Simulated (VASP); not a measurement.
# As (P6_3/mmc) in VASP: further runs, part 2 of 2

VASP 6.6.1.

## 3. Single point, PBE

File INCAR:

```
SYSTEM = As
ALGO     = Normal         ! electronic algorithm
EDIFF    = 1E-7           ! SCF threshold, eV
ENCUT    = 520            ! plane-wave cutoff, eV
GGA      = PE             ! functional
ISIF     = 2              ! what is computed and relaxed
ISMEAR   = -1             ! smearing method
LASPH    = .True.         ! aspherical terms in the spheres
LCHARG   = .True.         ! write CHGCAR
LELF     = .True.         ! ELF
LREAL    = .False.        ! projectors in reciprocal space
LVHAR    = .True.       
LWAVE    = .False.        ! write WAVECAR
NBANDS   = 12             ! bands
NELM     = 80             ! most SCF steps
PREC     = Accurate       ! precision mode
SIGMA    = 0.1            ! smearing width, eV
```

File KPOINTS:

```
k-points
0
Gamma
  15 15 8
  0 0 0
```

File POSCAR:

```
As
1.0
    3.0019230832      0.0000000000      0.0000000000
   -1.5009615416      2.5997416503      0.0000000000
    0.0000000000      0.0000000000      5.0387433679
As
2
Direct
    0.3333333333      0.6666666667      0.2500000000
    0.6666666667      0.3333333333      0.7500000000
```

Potentials or basis: VASP PAW PBE potentials, release 64 (As).

Run with:

```sh
> cat potpaw_PBE.64/As/POTCAR > POTCAR
> mpirun -np 1 vasp_std > vasp.out
```

OUTCAR:

```text
SYSTEM = As
   EDIFF = 1E-7
   ENCUT = 520
   GGA = PE
   ISIF = 2
   ISMEAR = -1
   LASPH = .True.
   LREAL = .False.
   NELM = 80
   PREC = Accurate

 ion  position               nearest neighbor table
   1  0.333  0.667  0.250-
   2  0.667  0.333  0.750-

  LATTYP: Found a hexagonal cell.
 ALAT       =     3.0019230832
 C/A-ratio  =     1.6785051543

  Lattice vectors:

 A1 = (   3.0019230832,   0.0000000000,   0.0000000000)
 A2 = (  -1.5009615416,   2.5997416503,   0.0000000000)
 A3 = (   0.0000000000,   0.0000000000,   5.0387433679)

Analysis of symmetry for initial positions (statically):
=====================================================================
 Subroutine PRICEL returns:
 Original cell was already a primitive cell.

 Routine SETGRP: Setting up the symmetry group for a
 hexagonal supercell.

 Subroutine GETGRP returns: Found 24 space group operations
 (whereof 12 operations were pure point group operations)
 out of a pool of 24 trial point group operations.

The static configuration has the point symmetry D_3d.
 The point group associated with its full space group is D_6h.

Analysis of symmetry for dynamics (positions and initial velocities):
=====================================================================
 Subroutine PRICEL returns:
 Original cell was already a primitive cell.

 Routine SETGRP: Setting up the symmetry group for a
 hexagonal supercell.

 Subroutine GETGRP returns: Found 24 space group operations
 (whereof 12 operations were pure point group operations)
 out of a pool of 24 trial point group operations.

The dynamic configuration has the point symmetry D_3d.
 The point group associated with its full space group is D_6h.

 Subroutine INISYM returns: Found 24 space group operations
 (whereof 12 operations are pure point group operations),
 and found     1 'primitive' translations

----------------------------------------------------------------------------------------

                                     Primitive cell

  volume of cell :      39.3235

  direct lattice vectors                    reciprocal lattice vectors
     3.001923083  0.000000000  0.000000000     0.333119794  0.192326803  0.000000000
    -1.500961542  2.599741650  0.000000000     0.000000000  0.384653606  0.000000000
     0.000000000  0.000000000  5.038743368     0.000000000  0.000000000  0.198462181

  length of vectors
     3.001923083  3.001923083  5.038743368     0.384653606  0.384653606  0.198462181

  position of ions in fractional coordinates (direct lattice)
     0.333333333  0.666666667  0.250000000
     0.666666667  0.333333333  0.750000000

  ion indices of the primitive-cell ions
   primitive index   ion index
                 1           1
                 2           2

----------------------------------------------------------------------------------------

 KPOINTS: k-points

Automatic generation of k-mesh.
 Grid dimensions read from file:
 generate k-points for:   15   15    8

 Generating k-lattice:

  Cartesian coordinates                     Fractional coordinates (reciprocal lattice)
     0.022207986  0.012821787  0.000000000     0.066666667  0.000000000  0.000000000
     0.000000000  0.025643574  0.000000000     0.000000000  0.066666667  0.000000000
     0.000000000  0.000000000  0.024807773     0.000000000  0.000000000  0.125000000

  Length of vectors
     0.025643574  0.025643574  0.024807773

  Shift w.r.t. Gamma in fractional coordinates (k-lattice)
     0.000000000  0.000000000  0.000000000

 Subroutine IBZKPT returns following result:
 ===========================================

 Found    135 irreducible k-points:

 Following reciprocal coordinates:
            Coordinates               Weight
  0.000000  0.000000  0.000000      1.000000
  0.066667  0.000000  0.000000      6.000000
  0.133333  0.000000  0.000000      6.000000
  0.200000  0.000000  0.000000      6.000000
  0.266667  0.000000  0.000000      6.000000
  0.333333  0.000000  0.000000      6.000000
[... 16 lines left out ...]
  0.333333  0.200000  0.000000     12.000000
  0.400000  0.200000  0.000000      6.000000
 [... further k-points ...]
   k-points           NKPTS =    135   k-points in BZ     NKDIM =    135   number of bands    NBANDS=     12
   number of dos      NEDOS =    301   number of ions     NIONS =      2
   total plane-waves  NPLWV =  23040
   dimension x,y,z NGX =    24 NGY =   24 NGZ =   40
   dimension x,y,z NGXF=    48 NGYF=   48 NGZF=   80
   ions per type =               2
   NGX,Y,Z   is equivalent  to a cutoff of  13.29, 13.29, 13.20 a.u.
   NGXF,Y,Z  is equivalent  to a cutoff of  26.58, 26.58, 26.39 a.u.
 SYSTEM =  As
   PREC   = accura    normal or accurate (medium, high low for compatibility)
   ISTART =      0    job   : 0-new  1-cont  2-samecut
   ICHARG =      2    charge: 1-file 2-atom 10-const
   ISPIN  =      1    spin polarized calculation?
   LNONCOLLINEAR =      F non collinear calculations
   LSORBIT =      F    spin-orbit coupling
   LASPH  =      T    aspherical Exc in radial PAW
   ENCUT  =  520.0 eV  38.22 Ry    6.18 a.u.   5.58  5.58  9.37*2*pi/ulx,y,z
   NELM   =     80;   NELMIN=  2; NELMDL= -5     # of ELM steps
   EDIFF  = 0.1E-06   stopping-criterion for ELM
   LREAL  =      F    real-space projection
   EDIFFG = 0.1E-05   stopping-criterion for IOM
   NSW    =      0    number of steps for IOM
   IBRION =     -1    ionic relax: 0-MD 1-quasi-New 2-CG
   NFREE  =      0    steps in history (QN), initial steepest desc. (CG)
   ISIF   =      2    stress and relaxation
   ISYM   =      2    0-nonsym 1-usesym 2-fastsym
   POTIM  = 0.5000    time-step for ionic-motion
   TEBEG  =    0.0;   TEEND  =   0.0 temperature during run
   PSTRESS=    0.0 pullay stress
   NELECT =      10.0000    total number of electrons
   NUPDOWN=      -1.0000    fix difference up-down
   EMIN   =  10.00;   EMAX   =-10.00  energy-range for DOS
   EFERMI =   0.00;   METHOD = LEGACY
   ISMEAR =    -1;   SIGMA  =   0.10  broadening in eV -4-tet -1-fermi 0-gaus
   EFERMI_NEDOS =   21; number of points for ismear=-14 and -15
   IALGO  =     38    algorithm
   IMIX   =      4    mixing-type and parameters
     AMIX     =   0.40;   BMIX     =  1.00
     AMIX_MAG =   1.60;   BMIX_MAG =  1.00
  volume/ion in A,a.u.               =      19.66       132.68
  Fermi-wavevector in a.u.,A,eV,Ry     =   1.037188  1.960001 14.636590  1.075759
  Thomas-Fermi vector in A             =   2.171614
   LORBIT       =      0    0 simple, 1 ext, 2 COOP (PROOUT), +10 PAW based schemes
   GGA     = PE    functional components
   LHFCALC =     F    Hartree Fock is set to
   AEXX    =    0.0000 exact exchange contribution
   IVDW    =     0    specifies the selected vdW correction
   LEPSILON=     F    determine dielectric tensor
   LRPA    =     F    only Hartree local field effects (RPA)
 non-spin polarized calculation
  energy-cutoff  :      520.00
  volume of cell :       39.32
 maximum number of plane-waves:      1080
 NGX is ok and might be reduce to    24
   NGX = 11   NGY = 11   NGZ = 19

 number of electron      10.0000002 magnetization

 Free energy of the ion-electron system (eV)
  ---------------------------------------------------
  ext. energy  EPLUGINS =         0.00000000
  ---------------------------------------------------
  free energy    TOTEN  =        -8.36991698 eV

  energy without entropy =       -8.33449831  energy(sigma->0) =       -8.35220764

 E-fermi :   6.2613     XC(G=0): -10.6329

 val. band max:        6.2234023812   @ k =   0.2667   0.1333   0.5000
 cond. band min:       6.2678386288   @ k =   0.1333   0.1333   0.3750
 fundamental gap:      0.0444362476
 Fermi energy:         6.2613386195

 k-point     1 :       0.0000    0.0000    0.0000
  band No.  band energies     occupation
      1      -8.6819      2.00000
      2      -4.7470      2.00000
      3      -0.3858      2.00000
      4      10.3154      0.00000
      5      10.3154      0.00000
      6      11.3528      0.00000
      7      11.7878      0.00000
      8      11.7878      0.00000
      9      15.8127      0.00000
     10      17.5344      0.00000
     11      18.4275      0.00000
     12      18.4275      0.00000
[... 331 lines left out ...]
 k-point    24 :       0.4000    0.2000    0.0000
  band No.  band energies     occupation
      1      -4.0178      2.00000
      2      -2.9108      2.00000
      3       1.3892      2.00000
      4       3.1072      2.00000
      5       3.8873      2.00000
      6       4.3918      2.00000
      7       6.1575      1.47689
      8       6.7789      0.01124
      9      11.9019      0.00000
     10      16.6563      0.00000
     11      19.5483      0.00000
     12      20.4493      0.00000

 [... further k-points ...]
[... 5 lines left out ...]
  --------------------------------------------------------------------------------------
  -------------------------------------------------------------------------------------
  Total       -0.3592307     -0.3592307     -0.3606124      0.0000000      0.0000000      0.0000000
  in kB      -14.6363245    -14.6363245    -14.6926185      0.0000000      0.0000000      0.0000000
  external PRESSURE =     -14.6550892 kB  Pullay stress =       0.0000000 kB

 VOLUME and BASIS-vectors are now :
 -----------------------------------------------------------------------------
  energy-cutoff  :      520.00
  volume of cell :       39.32
      direct lattice vectors                 reciprocal lattice vectors
     3.001923083  0.000000000  0.000000000     0.333119794  0.192326803  0.000000000
    -1.500961542  2.599741650  0.000000000     0.000000000  0.384653606  0.000000000
     0.000000000  0.000000000  5.038743368     0.000000000  0.000000000  0.198462181

 POSITION                                       TOTAL-FORCE (eV/Angst)
 -----------------------------------------------------------------------------------
     -0.00000      1.73316      1.25969         0.000000      0.000000      0.000000
      1.50096      0.86658      3.77906        -0.000000     -0.000000      0.000000
 -----------------------------------------------------------------------------------
    total drift:                                0.000000     -0.000000      0.000000

  FREE ENERGIE OF THE ION-ELECTRON SYSTEM (eV)
  ---------------------------------------------------
  free  energy   TOTEN  =        -8.3699169751 eV

  energy  without entropy=       -8.3344983093  energy(sigma->0) =       -8.35220764
```

It took 35 s on 1 thread of Intel Xeon Platinum 8259CL at 2.50GHz (Skylake/Cascade Lake), shared host; peak memory 0.19 GiB.

What came out:

```yaml
Free_energy: -8.3699 eV
Pressure: -1.5 GPa
Band_gap_on_the_k_mesh: zero (band 5 reaches 11.05 eV, above the bottom of band 6 at 2.56 eV)
```
